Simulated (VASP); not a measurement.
**B5As2: relaxation of cell and atoms with PBE**

Crystal: B5As2.

```
CELL_PARAMETERS angstrom
4.18646 0.00000 0.00000
-2.09323 3.62558 0.00000
0.00000 0.00000 5.87192
ATOMIC_POSITIONS crystal
B 0.51433 0.48567 0.00000
B 0.51433 0.02866 0.00000
B 0.97134 0.48567 0.00000
B 0.33333 0.66667 0.20557
B 0.33333 0.66667 0.79443
As 0.33333 0.66667 0.50000
As 0.00000 0.00000 0.50000
```

The cell was built from a structure type or drawn by symmetry, and may not be a known phase.

```json
{"Program": "VASP 6.6.1", "Task": "relaxation of cell and atoms", "Functional": "PBE", "Potentials or basis": "VASP PAW PBE potentials, release 64 (B, As)", "Cutoff": "500 eV", "k mesh": "5 × 5 × 3", "Occupations": "gaussian, width 0.2 eV", "Spin": "no spin polarisation", "Dipole correction": "no", "Further INCAR settings": "ALGO = Normal; EDIFF = 1e-07; IBRION = 2; EDIFFG = -0.08; NSW = 36; ISIF = 3"}
```

| Quantity | Value |
| --- | --- |
| Relaxed volume | 13.77 Å³/atom |
| Relaxed cell | a = 4.136 Å, b = 4.136 Å, c = 6.505 Å, α = 90.00°, β = 90.00°, γ = 120.00° |
| Space group after relaxing (to 0.1 Å) | P-6m2 (No. 187) |
| Energy gained by relaxing | 237.5 meV/atom |
| Ionic steps | 16 |
| Pressure after relaxing | -0.1 GPa |
| Largest force after relaxing | 0.012 eV/Å |
| Band gap on the k mesh | zero (an odd number of electrons rules out a gap without spin polarisation) |

Forces on the atoms (eV/Å):
```
B    0.010 -0.006  0.000
B    0.000  0.012  0.000
B   -0.010 -0.006  0.000
B    0.000  0.000  0.008
B    0.000  0.000 -0.008
As   0.000  0.000  0.000
As   0.000  0.000  0.000
```

The path:
| step | energy change (eV) | largest force (eV/Å) | pressure (GPa) | volume (Å³) |
| --- | --- | --- | --- | --- |
| 1 | 0.0000 | 6.5423 | 13.39 | 89.13 |
| 2 | -0.8990 | 2.9193 | 1.81 | 102.76 |
| 3 | -1.5550 | 1.0829 | 2.51 | 95.80 |
| 4 | -1.5573 | 1.0041 | 2.61 | 95.63 |
| 5 | -1.5588 | 0.8966 | 2.75 | 95.42 |
| 6 | -1.5987 | 0.3213 | -2.14 | 98.64 |
| 7 | -1.6143 | 0.1156 | -0.54 | 97.49 |
| 8 | -1.6195 | 0.1708 | -0.23 | 97.06 |
| 9 | -1.6268 | 0.3107 | 0.64 | 95.84 |
| 10 | -1.6295 | 0.3105 | 0.67 | 95.76 |
| 11 | -1.6372 | 0.3009 | 0.76 | 95.53 |
| 12 | -1.6481 | 0.2322 | 1.03 | 95.07 |
| 13 | -1.6313 | 0.1833 | 1.93 | 94.14 |
| 14 | -1.6495 | 0.1926 | 1.16 | 94.89 |
| 15 | -1.6575 | 0.1170 | 0.70 | 95.40 |
| 16 | -1.6625 | 0.0121 | -0.06 | 96.36 |

Final structure:
```xyz
7
Lattice="4.1358 0.0000 0.0000 -2.0679 3.5817 0.0000 0.0000 0.0000 6.5054" Properties=species:S:1:pos:R:3 pbc="T T T"
B     1.0530    1.7798    0.0000
B     2.0679    0.0221    0.0000
B     3.0827    1.7798    0.0000
B     0.0000    2.3878    1.2176
B     0.0000    2.3878    5.2878
As    0.0000    2.3878    3.2527
As    0.0000    0.0000    3.2527
```

Levels at points of the mesh, in eV from the Fermi level:
```csv
k point,band 9,band 10,band 11,band 12,band 13,band 14,band 15,band 16
"(0.00, 0.00, 0.00)",-2.94,-2.94,-0.79,-0.79,-0.54,-0.54,0.79,1.11
```

It took 5.2 min on 1 thread of Intel Xeon 8259CL, on a shared host, peak memory 0.22 GiB.
